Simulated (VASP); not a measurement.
# Be3ZnTe4 in VASP: further runs

Be3ZnTe4 is run at these levels: PBE; tasks: relaxation of shape and atoms at fixed volume, single point.

Program: VASP 6.6.1. These are calculated values, not measurements. Logs are shortened: lines on timing, memory, paths and dates and some standing lists are left out, and cuts for length are marked.

## (1) The cell of the first run

The structure is tetragonal, space group P-4m2 (No. 115). Conventional cell: a = 3.957 Å, b = 3.957 Å, c = 11.305 Å, α = 90.00°, β = 90.00°, γ = 90.00°. Be (site symmetry -4m2) has 4 Te at 2.40 Å within 3.2 Å. Within 3.2 Å of Be (site symmetry 2mm) lie 4 Te at 2.39 to 2.40 Å. Zn (site symmetry -4m2) has 4 Te at 2.55 Å within 3.4 Å. Within 3.2 Å of Te (site symmetry 2mm) lie 4 Be at 2.40 Å. Within 3.2 Å of Te (site symmetry 2mm) lie 2 Be at 2.39 Å and 2 Zn at 2.55 Å.

## (2) Relaxation of shape and atoms at fixed volume, PBE (22.13 Å³/atom)

INCAR reads:

```
SYSTEM = Be3ZnTe4
PREC = Accurate ; ENCUT = 600
EDIFF = 1E-6 ; ISMEAR = 0
SIGMA = 0.02 ; LREAL = .False.
LASPH = .True. ; NELM = 80
ALGO = Normal ; ISIF = 4
LWAVE = .False. ; LCHARG = .False.
GGA = PE ; IBRION = 2
NSW = 50 ; EDIFFG = -0.01
```

KPOINTS reads:

```
Automatic mesh
0
Gamma
  8 8 4
  0 0 0
```

POSCAR reads:

```
Be3ZnTe4
1.0
    3.9569620861      0.0000000000      0.0000000000
    0.0000000000      3.9569620861      0.0000000000
    0.0000000000      0.0000000000     11.3051222276
Be Zn Te
3 1 4
Direct
    0.0000000000      0.0000000000      0.0000000000
    0.5000000000      0.5000000000      0.2393354026
    0.5000000000      0.5000000000      0.7606645974
    0.0000000000      0.0000000000      0.5000000000
    0.5000000000      0.0000000000      0.1194988197
    0.0000000000      0.5000000000      0.3572501255
    0.5000000000      0.0000000000      0.6427498745
    0.0000000000      0.5000000000      0.8805011803
```

Potentials or basis: VASP PAW PBE potentials, release 64 (Be, Zn, Te).

Command:

```console
$ cat potpaw_PBE.64/Be/POTCAR potpaw_PBE.64/Zn/POTCAR potpaw_PBE.64/Te/POTCAR > POTCAR
$ mpirun -np 1 vasp_std > vasp.out
```

OUTCAR:

```text
SYSTEM = Be3ZnTe4
   PREC = Accurate
   ENCUT = 600
   EDIFF = 1E-6
   ISMEAR = 0
   LREAL = .False.
   LASPH = .True.
   NELM = 80
   ISIF = 4
   GGA = PE
   IBRION = 2
   NSW = 50
   EDIFFG = -0.01

 ion  position               nearest neighbor table
   1  0.000  0.000  0.000-   5 2.40   8 2.40   8 2.40   5 2.40
   2  0.500  0.500  0.239-   6 2.39   6 2.39   5 2.40   5 2.40
   3  0.500  0.500  0.761-   7 2.39   7 2.39   8 2.40   8 2.40
   4  0.000  0.000  0.500-   6 2.55   7 2.55   6 2.55   7 2.55
   5  0.500  0.000  0.119-   1 2.40   1 2.40   2 2.40   2 2.40
   6  0.000  0.500  0.357-   2 2.39   2 2.39   4 2.55   4 2.55
   7  0.500  0.000  0.643-   3 2.39   3 2.39   4 2.55   4 2.55
   8  0.000  0.500  0.881-   1 2.40   1 2.40   3 2.40   3 2.40

  LATTYP: Found a simple tetragonal cell.
 ALAT       =     3.9569620861
 C/A-ratio  =     2.8570206086

  Lattice vectors:

 A1 = (   3.9569620861,   0.0000000000,   0.0000000000)
 A2 = (   0.0000000000,   3.9569620861,   0.0000000000)
 A3 = (   0.0000000000,   0.0000000000,  11.3051222276)

Analysis of symmetry for initial positions (statically):
=====================================================================
 Subroutine PRICEL returns:
 Original cell was already a primitive cell.

 Routine SETGRP: Setting up the symmetry group for a
 simple tetragonal supercell.

 Subroutine GETGRP returns: Found  8 space group operations
 (whereof  8 operations were pure point group operations)
 out of a pool of 16 trial point group operations.

The static configuration has the point symmetry D_2d.

Analysis of symmetry for dynamics (positions and initial velocities):
=====================================================================
 Subroutine PRICEL returns:
 Original cell was already a primitive cell.

 Routine SETGRP: Setting up the symmetry group for a
 simple tetragonal supercell.

 Subroutine GETGRP returns: Found  8 space group operations
 (whereof  8 operations were pure point group operations)
 out of a pool of 16 trial point group operations.

The dynamic configuration has the point symmetry D_2d.

 Subroutine INISYM returns: Found  8 space group operations
 (whereof  8 operations are pure point group operations),
 and found     1 'primitive' translations

----------------------------------------------------------------------------------------

                                     Primitive cell

  volume of cell :     177.0105

  direct lattice vectors                    reciprocal lattice vectors
     3.956962086  0.000000000  0.000000000     0.252719126  0.000000000  0.000000000
     0.000000000  3.956962086  0.000000000     0.000000000  0.252719126  0.000000000
     0.000000000  0.000000000 11.305122228     0.000000000  0.000000000  0.088455479

  length of vectors
     3.956962086  3.956962086 11.305122228     0.252719126  0.252719126  0.088455479

  position of ions in fractional coordinates (direct lattice)
     0.000000000  0.000000000  0.000000000
     0.500000000  0.500000000  0.239335403
     0.500000000  0.500000000  0.760664597
     0.000000000  0.000000000  0.500000000
     0.500000000  0.000000000  0.119498820
     0.000000000  0.500000000  0.357250126
     0.500000000  0.000000000  0.642749874
     0.000000000  0.500000000  0.880501180

  ion indices of the primitive-cell ions
   primitive index   ion index
                 1           1
                 2           2
                 3           3
                 4           4
                 5           5
                 6           6
                 7           7
                 8           8

----------------------------------------------------------------------------------------

 KPOINTS: Automatic mesh

Automatic generation of k-mesh.
 Grid dimensions read from file:
 generate k-points for:    8    8    4

 Generating k-lattice:

  Cartesian coordinates                     Fractional coordinates (reciprocal lattice)
     0.031589891  0.000000000  0.000000000     0.125000000  0.000000000  0.000000000
     0.000000000  0.031589891  0.000000000     0.000000000  0.125000000  0.000000000
     0.000000000  0.000000000  0.022113870     0.000000000  0.000000000  0.250000000

  Length of vectors
     0.031589891  0.031589891  0.022113870

  Shift w.r.t. Gamma in fractional coordinates (k-lattice)
     0.000000000  0.000000000  0.000000000

 Subroutine IBZKPT returns following result:
 ===========================================

 Found     45 irreducible k-points:

 Following reciprocal coordinates:
            Coordinates               Weight
  0.000000  0.000000  0.000000      1.000000
  0.125000  0.000000  0.000000      4.000000
  0.250000  0.000000  0.000000      4.000000
  0.375000  0.000000  0.000000      4.000000
  0.500000  0.000000  0.000000      2.000000
  0.125000  0.125000  0.000000      4.000000
[... 16 lines left out ...]
  0.375000  0.125000  0.250000     16.000000
  0.500000  0.125000  0.250000      8.000000
 [... further k-points ...]
   k-points           NKPTS =     45   k-points in BZ     NKDIM =     45   number of bands    NBANDS=     26
   number of dos      NEDOS =    301   number of ions     NIONS =      8
   total plane-waves  NPLWV =  92160
   dimension x,y,z NGX =    32 NGY =   32 NGZ =   90
   dimension x,y,z NGXF=    64 NGYF=   64 NGZF=  180
   ions per type =               3   1   4
   NGX,Y,Z   is equivalent  to a cutoff of  13.44, 13.44, 13.23 a.u.
   NGXF,Y,Z  is equivalent  to a cutoff of  26.89, 26.89, 26.47 a.u.
 SYSTEM =  Be3ZnTe4
   PREC   = accura    normal or accurate (medium, high low for compatibility)
   ISTART =      0    job   : 0-new  1-cont  2-samecut
   ICHARG =      2    charge: 1-file 2-atom 10-const
   ISPIN  =      1    spin polarized calculation?
   LNONCOLLINEAR =      F non collinear calculations
   LSORBIT =      F    spin-orbit coupling
   LASPH  =      T    aspherical Exc in radial PAW
   ENCUT  =  600.0 eV  44.10 Ry    6.64 a.u.   7.90  7.90 22.58*2*pi/ulx,y,z
   NELM   =     80;   NELMIN=  2; NELMDL= -5     # of ELM steps
   EDIFF  = 0.1E-05   stopping-criterion for ELM
   LREAL  =      F    real-space projection
   EDIFFG = -.1E-01   stopping-criterion for IOM
   NSW    =     50    number of steps for IOM
   IBRION =      2    ionic relax: 0-MD 1-quasi-New 2-CG
   NFREE  =      1    steps in history (QN), initial steepest desc. (CG)
   ISIF   =      4    stress and relaxation
   ISYM   =      2    0-nonsym 1-usesym 2-fastsym
   POTIM  = 0.5000    time-step for ionic-motion
   TEBEG  =    0.0;   TEEND  =   0.0 temperature during run
   PSTRESS=    0.0 pullay stress
   NELECT =      42.0000    total number of electrons
   NUPDOWN=      -1.0000    fix difference up-down
   EMIN   =  10.00;   EMAX   =-10.00  energy-range for DOS
   EFERMI =   0.00;   METHOD = LEGACY
   ISMEAR =     0;   SIGMA  =   0.02  broadening in eV -4-tet -1-fermi 0-gaus
   EFERMI_NEDOS =   21; number of points for ismear=-14 and -15
   IALGO  =     38    algorithm
   IMIX   =      4    mixing-type and parameters
     AMIX     =   0.40;   BMIX     =  1.00
     AMIX_MAG =   1.60;   BMIX_MAG =  1.00
  volume/ion in A,a.u.               =      22.13       149.32
  Fermi-wavevector in a.u.,A,eV,Ry     =   1.013503  1.915242 13.975738  1.027188
  Thomas-Fermi vector in A             =   2.146675
   LORBIT       =      0    0 simple, 1 ext, 2 COOP (PROOUT), +10 PAW based schemes
   GGA     = PE    functional components
   LHFCALC =     F    Hartree Fock is set to
   AEXX    =    0.0000 exact exchange contribution
   IVDW    =     0    specifies the selected vdW correction
   LEPSILON=     F    determine dielectric tensor
   LRPA    =     F    only Hartree local field effects (RPA)
 conjugate gradient relaxation of ions
 non-spin polarized calculation
 Gauss-broadening in eV      SIGMA  =   0.02
  energy-cutoff  :      600.00
  volume of cell :      177.01
 maximum number of plane-waves:      5932
 NGX is ok and might be reduce to    32
   NGX = 15   NGY = 15   NGZ = 45

--------------------------------------- Ionic step        1  -------------------------------------------

 number of electron      42.0000006 magnetization

 Free energy of the ion-electron system (eV)
  ---------------------------------------------------
  ext. energy  EPLUGINS =         0.00000000
  ---------------------------------------------------
  free energy    TOTEN  =       -27.60161494 eV

  energy without entropy =      -27.60161494  energy(sigma->0) =      -27.60161494

------------------------ aborting loop because EDIFF is reached ----------------------------------------

  FORCE on cell =-STRESS in cart. coord.  units (eV):
  Direction    XX          YY          ZZ          XY          YZ          ZX
  --------------------------------------------------------------------------------------
  -------------------------------------------------------------------------------------
  Total        6.9093217      6.9093217      6.9445140      0.0000000     -0.0000000      0.0000000
  in kB       62.5384276     62.5384276     62.8569636      0.0000000     -0.0000000      0.0000000
  external PRESSURE =      62.6446063 kB  Pullay stress =       0.0000000 kB
[... 111 lines left out ...]
  energy  without entropy=      -27.6016923849  energy(sigma->0) =      -27.60169238

--------------------------------------- Ionic step        4  -------------------------------------------

 number of electron      42.0000006 magnetization

 Free energy of the ion-electron system (eV)
  ---------------------------------------------------
  ext. energy  EPLUGINS =         0.00000000
  ---------------------------------------------------
  free energy    TOTEN  =       -27.60170472 eV

  energy without entropy =      -27.60170472  energy(sigma->0) =      -27.60170472

 E-fermi :   5.5575     XC(G=0):  -9.3486

 val. band max:        5.4757313115   @ k =   0.0000   0.0000   0.0000
 cond. band min:       7.1870378791   @ k =   0.0000   0.0000   0.2500
 fundamental gap:      1.7113065676
 Fermi energy:         5.5575270178

 k-point     1 :       0.0000    0.0000    0.0000
  band No.  band energies     occupation
      1      -7.2870      2.00000
      2      -6.6042      2.00000
      3      -6.4114      2.00000
      4      -5.3511      2.00000
      5      -1.7567      2.00000
      6      -1.7567      2.00000
[... 685 lines left out ...]
     25       9.6186      0.00000
     26       9.8637      0.00000

 [... further k-points ...]

------------------------ aborting loop because EDIFF is reached ----------------------------------------

  FORCE on cell =-STRESS in cart. coord.  units (eV):
  Direction    XX          YY          ZZ          XY          YZ          ZX
  --------------------------------------------------------------------------------------
  -------------------------------------------------------------------------------------
  Total        6.9002948      6.9002948      6.9223972      0.0000000      0.0000000      0.0000000
  in kB       62.4567221     62.4567221     62.6567779      0.0000000      0.0000000      0.0000000
  external PRESSURE =      62.5234073 kB  Pullay stress =       0.0000000 kB
[... 23 lines left out ...]
  FREE ENERGIE OF THE ION-ELECTRON SYSTEM (eV)
  ---------------------------------------------------
  free  energy   TOTEN  =       -27.6017047163 eV

  energy  without entropy=      -27.6017047163  energy(sigma->0) =      -27.60170472

 reached required accuracy - stopping structural energy minimisation
```

Run time: 7.5 min. Hardware: 1 thread of Intel Xeon 6975P-C (Granite Rapids), shared host; peak memory 0.48 GiB.

What came out:

| Item | Value |
| --- | --- |
| Free energy | -27.6017 eV |
| Energy gained by relaxing | 0.0 meV/atom |
| Ionic steps | 4 |
| Pressure after relaxing | 6.3 GPa |
| Largest force after relaxing | 0.007 eV/Å |
| Band gap on the k mesh | 1.71 eV (least direct gap 1.72 eV) |

Forces in eV/Å, atoms in the order of the input:
```
Be   0.000  0.000  0.000
Be   0.000  0.000 -0.007
Be   0.000  0.000  0.007
Zn   0.000  0.000  0.000
Te   0.000  0.000 -0.004
Te   0.000  0.000  0.000
Te   0.000  0.000  0.000
Te   0.000  0.000  0.004
```

Final structure:
```
CELL_PARAMETERS angstrom
3.95622 0.00000 0.00000
0.00000 3.95622 0.00000
0.00000 0.00000 11.30938
ATOMIC_POSITIONS crystal
Be 0.00000 0.00000 0.00000
Be 0.50000 0.50000 0.23928
Be 0.50000 0.50000 0.76072
Zn 0.00000 0.00000 0.50000
Te 0.50000 0.00000 0.11948
Te 0.00000 0.50000 0.35701
Te 0.50000 0.00000 0.64299
Te 0.00000 0.50000 0.88052
```

Caveat: spin-orbit coupling is left out, which moves the levels of the heavy elements.

(Part 1 of 3 ends here.)
